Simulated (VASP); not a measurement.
# Ti (P6_3/mmc) in VASP: notebook, part 2 of 2

VASP 6.6.1. Earlier steps stand in the parts before.

## (3) Single point, PBE

Contents of INCAR:

```
ALGO = Normal
EDIFF = 1E-7
ENCUT = 520
GGA = PE
ISIF = 2
ISMEAR = 1
LASPH = True
LCHARG = False
LREAL = False
LWAVE = False
NBANDS = 19
NELM = 100
PREC = Accurate
SIGMA = 0.2
```

Contents of KPOINTS:

```
k-points
0
Gamma
  13 13 7
```

Contents of POSCAR:

```
Ti
1.0
    2.9384094506      0.0000000000      0.0000000000
   -1.4692047253      2.5447372309      0.0000000000
    0.0000000000      0.0000000000      4.6529805423
Ti
2
Direct
    0.3333333333      0.6666666667      0.2500000000
    0.6666666667      0.3333333333      0.7500000000
```

Potentials or basis: VASP PAW PBE potentials, release 64 (Ti_sv).

The run is started by

```console
$ cat potpaw_PBE.64/Ti_sv/POTCAR > POTCAR
$ mpirun -np 1 vasp_std > vasp.out
```

OUTCAR:

```text
EDIFF = 1E-7
   ENCUT = 520
   GGA = PE
   ISIF = 2
   ISMEAR = 1
   LASPH = True
   LREAL = False
   NELM = 100
   PREC = Accurate

 ion  position               nearest neighbor table
   1  0.333  0.667  0.250-   2 2.88   2 2.88   2 2.88   2 2.88   2 2.88   2 2.88
   2  0.667  0.333  0.750-   1 2.88   1 2.88   1 2.88   1 2.88   1 2.88   1 2.88

  LATTYP: Found a hexagonal cell.
 ALAT       =     2.9384094506
 C/A-ratio  =     1.5835031232

  Lattice vectors:

 A1 = (   2.9384094506,   0.0000000000,   0.0000000000)
 A2 = (  -1.4692047253,   2.5447372309,   0.0000000000)
 A3 = (   0.0000000000,   0.0000000000,   4.6529805423)

Analysis of symmetry for initial positions (statically):
=====================================================================
 Subroutine PRICEL returns:
 Original cell was already a primitive cell.

 Routine SETGRP: Setting up the symmetry group for a
 hexagonal supercell.

 Subroutine GETGRP returns: Found 24 space group operations
 (whereof 12 operations were pure point group operations)
 out of a pool of 24 trial point group operations.

The static configuration has the point symmetry D_3d.
 The point group associated with its full space group is D_6h.
[... 160 lines left out ...]

  energy without entropy =      -15.67395661  energy(sigma->0) =      -15.67116989

 E-fermi :   8.3338     XC(G=0): -11.4902

 val. band max:        8.3284634736   @ k =   0.0769   0.0769   0.0000
 cond. band min:       8.3519291013   @ k =   0.2308   0.2308   0.4286
 fundamental gap:      0.0234656277
 Fermi energy:         8.3337691593

 k-point     1 :       0.0000    0.0000    0.0000
  band No.  band energies     occupation
      1     -48.5476      2.00000
      2     -48.4117      2.00000
      3     -25.1351      2.00000
      4     -24.4929      2.00000
      5     -24.4929      2.00000
      6     -24.4308      2.00000
[... 505 lines left out ...]
      6     -24.5197      2.00000
[... 11 lines left out ...]
     18      10.0998     -0.00000
     19      11.5954     -0.00000

 [... further k-points ...]

------------------------ aborting loop because EDIFF is reached ----------------------------------------

  FORCE on cell =-STRESS in cart. coord.  units (eV):
  Direction    XX          YY          ZZ          XY          YZ          ZX
  --------------------------------------------------------------------------------------
  -------------------------------------------------------------------------------------
  Total       -0.0687198     -0.0687198     -0.0767992      0.0000000      0.0000000      0.0000000
  in kB       -3.1645067     -3.1645067     -3.5365586      0.0000000      0.0000000      0.0000000
  external PRESSURE =      -3.2885240 kB  Pullay stress =       0.0000000 kB

 VOLUME and BASIS-vectors are now :
 -----------------------------------------------------------------------------
  energy-cutoff  :      520.00
  volume of cell :       34.79
      direct lattice vectors                 reciprocal lattice vectors
     2.938409451  0.000000000  0.000000000     0.340320169  0.196483941  0.000000000
    -1.469204725  2.544737231  0.000000000     0.000000000  0.392967882  0.000000000
     0.000000000  0.000000000  4.652980542     0.000000000  0.000000000  0.214916007

 POSITION                                       TOTAL-FORCE (eV/Angst)
 -----------------------------------------------------------------------------------
     -0.00000      1.69649      1.16325         0.000000      0.000000      0.000000
      1.46920      0.84825      3.48974        -0.000000     -0.000000      0.000000
 -----------------------------------------------------------------------------------
    total drift:                                0.000000     -0.000000      0.000000

  FREE ENERGIE OF THE ION-ELECTRON SYSTEM (eV)
  ---------------------------------------------------
  free  energy   TOTEN  =       -15.6697765225 eV

  energy  without entropy=      -15.6739566118  energy(sigma->0) =      -15.67116989
```

OSZICAR:

```text
N       E                     dE             d eps       ncg     rms          rms(c)
DAV:   1     0.264269844746E+03    0.26427E+03   -0.13096E+04  3192   0.157E+03
DAV:   2     0.127548396310E+02   -0.25152E+03   -0.24747E+03  3291   0.441E+02
DAV:   3    -0.164285655707E+02   -0.29183E+02   -0.28860E+02  5907   0.124E+02
DAV:   4    -0.176996347960E+02   -0.12711E+01   -0.12681E+01  3742   0.267E+01
DAV:   5    -0.177593268011E+02   -0.59692E-01   -0.59683E-01  4718   0.420E+00    0.118E+01
DAV:   6    -0.156668675281E+02    0.20925E+01   -0.76171E+00  3714   0.276E+01    0.296E+00
DAV:   7    -0.156510984774E+02    0.15769E-01   -0.71791E-01  4827   0.614E+00    0.207E+00
DAV:   8    -0.156773051926E+02   -0.26207E-01   -0.19996E-01  3500   0.513E+00    0.693E-01
DAV:   9    -0.156693649818E+02    0.79402E-02   -0.44926E-02  3627   0.213E+00    0.692E-02
DAV:  10    -0.156697474350E+02   -0.38245E-03   -0.31358E-03  4603   0.334E-01    0.793E-02
DAV:  11    -0.156697866227E+02   -0.39188E-04   -0.10848E-04  3955   0.744E-02    0.378E-02
DAV:  12    -0.156697746348E+02    0.11988E-04   -0.36708E-05  3439   0.519E-02    0.341E-03
DAV:  13    -0.156697754880E+02   -0.85321E-06   -0.12141E-06  4146   0.882E-03    0.659E-04
DAV:  14    -0.156697764580E+02   -0.96994E-06   -0.11663E-07  2279   0.231E-03    0.668E-04
DAV:  15    -0.156697765225E+02   -0.64550E-07   -0.30178E-08  1755   0.151E-03
   1 F= -.15669777E+02 E0= -.15671170E+02  d E =0.418009E-02
```

stdout:

```text
POSCAR found type information on POSCAR Ti
 POSCAR found :  1 types and       2 ions
 scaLAPACK will be used
 LDA part: xc-table for (Slater+PW92), standard interpolation
 POSCAR, INCAR and KPOINTS ok, starting setup
 FFT: planning ... GRIDC
 FFT: planning ... GRID_SOFT
 FFT: planning ... GRID
 WAVECAR not read
 entering main loop
```

It took 26 s on 1 thread of Intel Xeon Platinum 8488C (Sapphire Rapids), shared host; peak memory 0.18 GiB.

What came out:

```
Free energy            : -15.6698 eV
Pressure               : -0.3 GPa
Band gap on the k mesh : zero (band 12 reaches 9.09 eV, above the bottom of band 13 at 7.99 eV)
```

Levels at points of the mesh, in eV from the Fermi level:
```csv
k point,band 10,band 11,band 12,band 13,band 14,band 15
"(0.00, 0.00, 0.00)",-2.70,0.75,0.76,0.76,0.87,1.25
```

## (4) Single point, PBE

Contents of INCAR:

```
PREC = Accurate
ENCUT = 520
EDIFF = 1E-6
ISMEAR = -1
SIGMA = 0.15
LREAL = F
LASPH = T
NELM = 80
ALGO = Normal
ISIF = 2
LWAVE = F
LCHARG = T
GGA = PE
LELF = T
LVHAR = T
NBANDS = 19
```

Contents of KPOINTS:

```
regular mesh
0
Gamma
  13 13 7
```

POSCAR is that of step 3.

The run is started by

```console
$ cat potpaw_PBE.64/Ti_sv/POTCAR > POTCAR
$ mpirun -np 1 vasp_std > vasp.out
```

It took 23 s on 1 thread of Intel Xeon Platinum 8488C (Sapphire Rapids), shared host; peak memory 0.18 GiB.

The run converged. Its results:

```
Free energy            : -15.7588 eV
Pressure               : 0.2 GPa
Band gap on the k mesh : zero (band 12 reaches 9.10 eV, above the bottom of band 13 at 8.00 eV)
```

Stress tensor (GPa, compression positive):
```
0.12 0.00 0.00
0.00 0.12 0.00
0.00 0.00 0.30
```

Levels at points of the mesh, in eV from the Fermi level:
```
           k point  band 9  band 10  band 11  band 12  band 13  band 14  band 15  band 16
(0.00, 0.00, 0.00)   -6.17    -2.64     0.81     0.82     0.82     0.95     1.31     1.31
```

## (5) Single point, PBE

Contents of INCAR:

```
  PREC = Accurate
  ENCUT = 520
  EDIFF = 1E-6
  ISMEAR = 0
  SIGMA = 0.05
  LREAL = False
  LASPH = True
  NELM = 100
  ALGO = Normal
  ISIF = 2
  LWAVE = False
  LCHARG = False
  GGA = PE
  NBANDS = 19
```

KPOINTS is that of step 4.

POSCAR is that of step 4.

The run is started by

```console
$ cat potpaw_PBE.64/Ti_sv/POTCAR > POTCAR
$ mpirun -np 1 vasp_std > vasp.out
```

Wall time 22 s (1 thread of Intel Xeon Platinum 8488C (Sapphire Rapids), shared host); peak memory 0.18 GiB.

It converged, with:

```
Free energy            : -15.6721 eV
Pressure               : -0.2 GPa
Band gap on the k mesh : zero (band 12 reaches 9.09 eV, above the bottom of band 13 at 7.99 eV)
```

Levels at points of the mesh, in eV from the Fermi level:
| k point | band 9 | band 10 | band 11 | band 12 | band 13 | band 14 | band 15 | band 16 |
| --- | --- | --- | --- | --- | --- | --- | --- | --- |
| (0.00, 0.00, 0.00) | -6.22 | -2.70 | 0.75 | 0.76 | 0.76 | 0.87 | 1.25 | 1.25 |

## (6) Summary

| smearing | gap on the mesh (eV) | pressure (GPa) |
| --- | --- | --- |
| fermi-dirac 0.05 eV | none | -0.2 |
| methfessel-paxton 0.2 eV | none | -0.3 |
| fermi-dirac 0.15 eV | none | 0.2 |
| gaussian 0.05 eV | none | -0.2 |

Alike in all rows: task single point; level PBE; potentials or basis VASP PAW PBE potentials, release 64 (Ti_sv); no spin polarisation; cell as given; k mesh 13 × 13 × 7; cutoff (eV) 520.

Every run on the cell as given and a fine mesh finds a metal.

Absolute energies hang on the potentials; compare differences alone.
